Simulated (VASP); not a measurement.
The system is Ir.

```
Ir
1.0
     2.49000    0.00000    0.00000
     0.00000    2.49000    0.00000
     0.00000    0.00000    2.49000
Ir
1
Direct
  0.00000 0.00000 0.00000
```

```yaml
Program: VASP 6.6.1
Task: relaxation of cell and atoms
Functional: PBE
Potentials_or_basis: VASP PAW PBE potentials, release 64 (Ir)
Cutoff: 600 eV
k_mesh: 10 × 10 × 10
Occupations: fermi-dirac, width 0.05 eV
Spin: no spin polarisation
```

At the start: pressure 30.8 GPa; volume 15.44 Å³/atom.

Task: How do energy, volume and symmetry change on relaxing?

Result: Over 5 steps the energy falls by 137.6 meV/atom and the volume is 17.01 Å³/atom (+10.2 %); space group Pm-3m (No. 221, to 0.05 Å).

Step by step:
```
step  energy change (eV)  largest force (eV/Å)  pressure (GPa)  volume (Å³)
   1              0.0000                0.0000           30.79        15.44
   2              0.7504                0.0000          -33.98        23.06
   3             -0.1355                0.0000           -3.11        17.24
   4             -0.1376                0.0000           -0.50        17.05
   5             -0.1376                0.0000            0.03        17.01
```

Final structure:
```
Ir
1.0
     2.57203    0.00000    0.00000
     0.00000    2.57203    0.00000
     0.00000    0.00000    2.57203
Ir
1
Direct
  0.00000 0.00000 0.00000
```
